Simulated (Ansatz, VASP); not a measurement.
## MgO in VASP and in Ansatz

The input POSCAR:

```
MgO
1.0
    0.0000000000      2.1375000000      2.1375000000
    2.1375000000      0.0000000000      2.1375000000
    2.1375000000      2.1375000000      0.0000000000
Mg O
1 1
Direct
    0.0000000000      0.0000000000      0.0000000000
    0.5000000000      0.5000000000      0.5000000000
```

INCAR.step1

```
PREC = Accurate
ENCUT = 660
ISMEAR = -1
SIGMA = 0.02
LREAL = False
LASPH = True
NELM = 120
NBANDS = 15
GGA = PE
ALGO = Normal
EDIFF = 1E-5
LWAVE = True
LCHARG = False
GGA_COMPAT = False
```

Contents of INCAR.step2:

```
PREC = Accurate
ENCUT = 660
EDIFF = 1E-6
ISMEAR = -1
SIGMA = 0.02
LREAL = False
LASPH = True
NELM = 120
ALGO = Normal
ISIF = 2
LWAVE = False
LCHARG = True
METAGGA = R2SCAN
LMIXTAU = True
LELF = True
LVHAR = True
NBANDS = 15
ISTART = 1
GGA_COMPAT = False
```

Contents of KPOINTS:

```
Automatic mesh
0
Gamma
  9 9 9
```

Input for Ansatz:

```yaml
crystal:
  lattice:
    - [0.0, 2.1375, 2.1375]
    - [2.1375, 0.0, 2.1375]
    - [2.1375, 2.1375, 0.0]
  atoms:
    - { symbol: Mg, position: [0.0, 0.0, 0.0] }
    - { symbol: O, position: [0.5, 0.5, 0.5] }
hamiltonian:
  xc: r2scan
  pseudopotentials: { kind: paw }
basis:
  ecutwfc: 500
kpoints:
  mp_grid: { grid: [9, 9, 9] }
scf:
  occupations: { method: fermi_dirac, width: 0.02 }
  lower_state_search: "off"
  algorithm: density_mixing
  max_iter: 60
  mixing: { algorithm: anderson, ndim: 2, beta: 0.02, preconditioner: none }
output:
  forces: true
  stress: true
```

Alike in both runs: task single point; functional r2SCAN; k mesh 9 × 9 × 9; occupations fermi-dirac, width 0.02 eV; no spin polarisation.

|  | VASP | Ansatz |
| --- | --- | --- |
| version | VASP 6.6.1 | Ansatz 0.2.0 |
| potentials or method | VASP PAW PBE potentials, release 64 (Mg_sv, O), cutoff 660 eV | PAW, plane waves, scalar-relativistic |
| valence electrons in the cell | 16 | 16 |

```tsv
	VASP	Ansatz	Ansatz less VASP
pressure (GPa)	-7.7	-7.5	+0.15
```

VASP's potentials were made for PBE, not for r2SCAN. With one functional, cell and mesh, what is left measures potentials, basis and numerics.
